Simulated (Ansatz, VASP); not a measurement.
# One calculation of Ga3H, two programs

```xyz
4
Lattice="0.0000 3.1181 3.1181 3.1181 0.0000 3.1181 3.1181 3.1181 0.0000" Properties=species:S:1:pos:R:3 pbc="T T T"
Ga    1.5590    1.5590    1.5590
Ga    3.1181    3.1181    3.1181
Ga    4.6771    4.6771    4.6771
H     0.0000    0.0000    0.0000
```

Change from the starting cell: species swapped into the YMg3 type (Fm-3m, No. 225).

Alike in both runs: task relaxation of cell and atoms; functional PBE; k mesh 6 × 6 × 6; occupations gaussian, width 0.1 eV; no spin polarisation.

|  | VASP | Ansatz |
| --- | --- | --- |
| version | VASP 6.6.1 | Ansatz 0.2.0 |
| potentials or method | VASP PAW PBE potentials, release 64 (Ga_d, H), cutoff 600 eV | scalar-relativistic, plane waves, PAW |
| valence electrons in the cell | 40 | 40 |

```tsv
	VASP	Ansatz	Ansatz less VASP
gap on the k mesh at the Fermi level, each at its own relaxed structure (eV)	none	none	-
relaxed volume (Å³/atom)	15.40	15.48	+0.079
relaxed length of the cell vector where the two differ most in proportion (Å)	4.433	4.440	+0.0076
```

A gap of «none» marks a metal or a gap that the smearing closes.
